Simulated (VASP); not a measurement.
Runs of VASP 6.6.1 on Bi. The structure is that of space group Im-3m (No. 229), or close to it. The cells are those of the table. This isn't the form of Bi at room conditions, which is rhombohedral.

```tsv
level	spin	cell	gap on the mesh (eV)	pressure (GPa)
PBEsol	off	a = 3.389 Å, angles 109.5°, 1 atom	none	-0.1
PBEsol	non-collinear, zero start, SOC	a = 3.389 Å, angles 109.5°, 1 atom	-	(a)
PBEsol	off	a = 3.355 Å, angles 109.5°, 1 atom	none	1.9
r2SCAN	off	a = 3.389 Å, angles 109.5°, 1 atom	none	2.1
```

Alike in all rows: task single point; potentials or basis VASP PAW PBE potentials, release 64 (Bi_d); k mesh 16 × 16 × 16; cutoff (eV) 520; smearing gaussian 0.1 eV.

Q: Estimate the missing entries.

A: (a) 1.1.

Caveats: the PAW data sets were made with another functional, which shifts forces and pressure a little; spin-orbit coupling is left out, which moves the levels of the heavy elements (at least some runs).

A k mesh can miss the band edges, and rows without SOC leave out spin-orbit coupling on Bi.

A gap of «none» marks levels without a gap at the run's occupations.
